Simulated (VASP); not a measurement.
CoNiO2: single point with PBE

Crystal: CoNiO2.

```
CELL_PARAMETERS angstrom
3.01433 0.00000 0.00000
0.00000 3.01433 0.00000
0.00000 0.00000 4.22229
ATOMIC_POSITIONS crystal
Co 0.50000 0.50000 0.50000
Ni 0.00000 0.00000 0.00000
O 0.50000 0.50000 0.00000
O 0.00000 0.00000 0.50000
```

| Property | Result |
| --- | --- |
| Program | VASP 6.6.1 |
| Task | single point |
| Functional | PBE |
| Potentials or basis | VASP PAW PBE potentials, release 64 (Co, Ni, O) |
| Cutoff | 520 eV |
| k mesh | 4 × 4 × 3, shifted |
| Occupations | fermi-dirac, width 0.1 eV |
| Spin | no spin polarisation |

| Property | Result |
| --- | --- |
| Pressure | -14.3 GPa |

Stress tensor (GPa, compression positive):
```
-15.59   0.00   0.00
  0.00 -15.59   0.00
  0.00   0.00 -11.67
```

Levels at points of the mesh, in eV from the Fermi level:
| k point | band 12 | band 13 | band 14 | band 15 | band 16 | band 17 | band 18 | band 19 | band 20 | band 21 |
| --- | --- | --- | --- | --- | --- | --- | --- | --- | --- | --- |
| (0.12, 0.12, 0.17) | -1.10 | -0.98 | -0.55 | -0.44 | -0.39 | -0.18 | 0.21 | 3.06 | 7.19 | 10.20 |

Run time: 16 s on 1 thread of AMD EPYC 7R13, on a shared host, peak memory 0.12 GiB.

Caveat: the k points lie up to 0.52 Å⁻¹ apart; an odd number of electrons without spin polarisation forces a metal; a magnetic or distorted state may lie lower; the run has no spin polarisation, though such a crystal can be magnetic; semilocal functionals often make such compounds metallic where correlation or magnetic order opens a gap, which also shifts bond lengths. With open d or f shells a metallic result of PBE can be an artefact of self-interaction; +U or a hybrid may open a gap.
